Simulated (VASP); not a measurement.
Set up this calculation in VASP 6.6.1, as the native input.

- Task: single point
- Functional: revPBE
- Potentials or basis: VASP PAW PBE potentials, release 64 (Ga_d)
- Cutoff: 520 eV
- k mesh: 19 × 19 × 11
- Occupations: fermi-dirac, width 0.1 eV
- Spin: no spin polarisation
- Dipole correction: no
- Further INCAR settings: ALGO = Normal; EDIFF = 1e-06; NBANDS = 20

The structure of Ga lies in POSCAR:

```
Ga
1.0
    3.0620062595      0.0000000000      0.0000000000
   -1.5310031298      2.6517752072      0.0000000000
    0.0000000000      0.0000000000      4.8319338860
Ga
2
Direct
    0.3333333333      0.6666666667      0.2500000000
    0.6666666667      0.3333333333      0.7500000000
```

These files were run (other wordings do the same):

INCAR

```
PREC = Accurate
ENCUT = 520
EDIFF = 1E-6
ISMEAR = -1
SIGMA = 0.1
LREAL = False
LASPH = True
NELM = 100
ALGO = Normal
ISIF = 2
LWAVE = False
LCHARG = False
GGA = RE
NBANDS = 20
```

KPOINTS

```
regular mesh
0
Gamma
  19 19 11
```

Potentials or basis: VASP PAW PBE potentials, release 64 (Ga_d).

Run with:

```bash
$ cat potpaw_PBE.64/Ga_d/POTCAR > POTCAR
$ mpirun -np 1 vasp_std > vasp.out
```

Results of the run:

* Pressure: 0.2 GPa
* Band gap on the k mesh: zero (band 13 reaches 9.12 eV, above the bottom of band 14 at 2.64 eV)

Caveat: the PAW data sets were made with another functional, which shifts forces and pressure a little.

It took 89 s on 1 thread of Intel(R) Xeon(R) Platinum 8488C (Sapphire Rapids) (shared host), peak memory 0.27 GiB.
